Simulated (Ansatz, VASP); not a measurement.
# Bi: VASP beside Ansatz

The input INCAR:

```
PREC     = Accurate       # precision mode
ENCUT    = 600            # plane-wave cutoff, eV
EDIFF    = 1E-6           # SCF threshold, eV
ISMEAR   = -1             # smearing method
SIGMA    = 0.05           # smearing width, eV
LREAL    = False          # projectors in reciprocal space
LASPH    = True           # aspherical terms in the spheres
NELM     = 60             # most SCF steps
ALGO     = Fast           # electronic algorithm
ISIF     = 3              # what is computed and relaxed
LWAVE    = False          # write WAVECAR
LCHARG   = False          # write CHGCAR
GGA      = PS             # functional
IBRION   = 2              # ionic algorithm
NSW      = 60             # ionic steps
EDIFFG   = -0.01          # ionic threshold
```

The input KPOINTS:

```
Automatic mesh
0
Gamma
  8 8 4
```

POSCAR

```
Bi
1.0
    3.2383762460      0.0000000000      0.0000000000
    0.0000000000      3.2216433200      0.0000000000
   -0.0804548793      0.0000000000      6.4438887882
Bi
2
Direct
    0.5442472500      0.0000000000      0.7495778900
    0.4557527500      0.0000000000      0.2504221100
```

input.yaml

```yaml
crystal:
  lattice:
    - [3.238376246, 0.0, 0.0]
    - [0.0, 3.22164332, 0.0]
    - [-0.0804548793, 0.0, 6.4438887882]
  atoms:
    - { symbol: Bi, position: [0.54424725, 0.0, 0.74957789] }
    - { symbol: Bi, position: [0.45575275, 0.0, 0.25042211] }
hamiltonian:
  xc: pbesol
  pseudopotentials: { kind: paw }
kpoints:
  mp_grid: { grid: [8, 8, 4] }
scf:
  occupations: { method: fermi_dirac, width: 0.05 }
output:
  forces: true
  stress: true
  eigenvalues: true
relax:
  f_tol: 0.01
  max_steps: 40
  cell: { stress_tol: 0.05 }
```

Alike in both runs: task relaxation of cell and atoms; functional PBEsol; k mesh 8 × 8 × 4; occupations fermi-dirac, width 0.05 eV; no spin polarisation.

|  | VASP | Ansatz |
| --- | --- | --- |
| version | VASP 6.6.1 | Ansatz 0.2.0 |
| potentials or method | VASP PAW PBE potentials, release 64 (Bi_d) | Ansatz PAW |
| plane-wave cutoff (eV) | 600 | 420 |
| valence electrons in the cell | 30 | 30 |

|  | VASP | Ansatz | Ansatz less VASP |
| --- | --- | --- | --- |
| gap on the k mesh at the Fermi level, each at its own relaxed structure (eV) | none | none | - |
| relaxed volume (Å³/atom) | 33.25 | 33.23 | -0.028 |
| relaxed cell length with the largest relative difference (Å) | 6.397 | 6.391 | -0.0060 |

VASP's potentials were made for PBE, not for PBEsol. A gap of «none» marks a metal or a gap that the smearing closes.

Spin-orbit coupling is off throughout. Noted on Ansatz's run: the plane-wave basis is chosen anew once the cell has moved, so the energies of steps on either side of that aren't comparable.
